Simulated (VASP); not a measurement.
Ga12O19 (a cell with a defect): single point with PBE

System: Ga12O19 (a cell with a defect).

```
CELL_PARAMETERS angstrom
0.00000 9.24966 0.00000
-1.39772 0.00000 5.70858
6.22798 -1.54161 0.00673
ATOMIC_POSITIONS crystal
Ga 0.11862 0.66491 0.68515
Ga 0.21919 0.31967 0.30199
Ga 0.30057 0.19257 0.80425
Ga 0.02730 0.80064 0.18643
Ga 0.44575 0.67864 0.68051
Ga 0.54678 0.31500 0.30268
Ga 0.63390 0.19690 0.81252
Ga 0.36172 0.79428 0.17494
Ga 0.76914 0.66403 0.68173
Ga 0.88263 0.31938 0.30527
Ga 0.97186 0.22154 0.81650
Ga 0.69591 0.80046 0.18080
O 0.16667 0.73535 0.00968
O 0.16696 0.25905 0.97875
O 0.27376 0.42660 0.64280
O 0.05830 0.56494 0.34535
O 0.05021 0.12228 0.28233
O 0.27736 0.87731 0.66752
O 0.50051 0.74079 0.00482
O 0.49398 0.25334 0.97899
O 0.60338 0.42859 0.64557
O 0.39076 0.56187 0.34092
O 0.38524 0.10898 0.31985
O 0.60896 0.88337 0.66592
O 0.83219 0.74022 0.00794
O 0.82825 0.26230 0.97811
O 0.93718 0.44284 0.64396
O 0.72214 0.56880 0.34480
O 0.71310 0.11891 0.30814
O 0.94677 0.87164 0.72331
O 0.96786 0.98315 0.53865
```

```
Program             : VASP 6.6.1
Task                : single point
Functional          : PBE
Potentials or basis : VASP PAW PBE potentials, release 64 (Ga_d, O)
Cutoff              : 520 eV
k mesh              : 1 × 1 × 1, shifted
Occupations         : fermi-dirac, width 0.01 eV
Spin                : no spin polarisation
```

```
Pressure               : 4.9 GPa
Largest force          : 0.211 eV/Å
Band gap on the k mesh : 3.70 eV
```

Forces in eV/Å, atoms in the order of the input:
```
Ga   0.017 -0.001  0.004
Ga  -0.005  0.001 -0.002
Ga  -0.007  0.000 -0.001
Ga   0.015 -0.008  0.011
Ga   0.009 -0.002 -0.003
Ga  -0.008  0.005 -0.002
Ga  -0.003 -0.005 -0.004
Ga   0.006 -0.004  0.006
Ga   0.017  0.007  0.009
Ga  -0.001 -0.002 -0.006
Ga   0.032 -0.006  0.038
Ga   0.009  0.000  0.010
O   -0.008  0.001 -0.006
O    0.009  0.006  0.005
O    0.005  0.003 -0.008
O   -0.004  0.000  0.003
O    0.017 -0.002 -0.015
O   -0.021 -0.004  0.011
O   -0.014 -0.001 -0.007
O    0.006  0.001  0.006
O    0.005 -0.011 -0.013
O   -0.006  0.002  0.006
O    0.023 -0.001 -0.011
O   -0.023  0.005  0.013
O   -0.015  0.002 -0.007
O    0.009 -0.003  0.005
O    0.000 -0.001 -0.002
O   -0.006 -0.001  0.001
O    0.018  0.002 -0.010
O    0.121 -0.059 -0.063
O   -0.194  0.075  0.033
```

Stress tensor (GPa, compression positive):
```
 3.44  0.66 -2.61
 0.66  3.90  0.09
-2.61  0.09  7.41
```

Levels at points of the mesh, in eV from the valence-band top:
```
           k point  band 132  band 133  band 134  band 135  band 136  band 137  band 138  band 139
(0.25, 0.25, 0.25)     -0.75     -0.64     -0.42      0.00      3.70      3.93      4.50      4.98
```

It took 90 s on 1 thread of Intel(R) Xeon(R) 6975P-C (Granite Rapids), with other jobs on the host, peak memory 0.37 GiB.
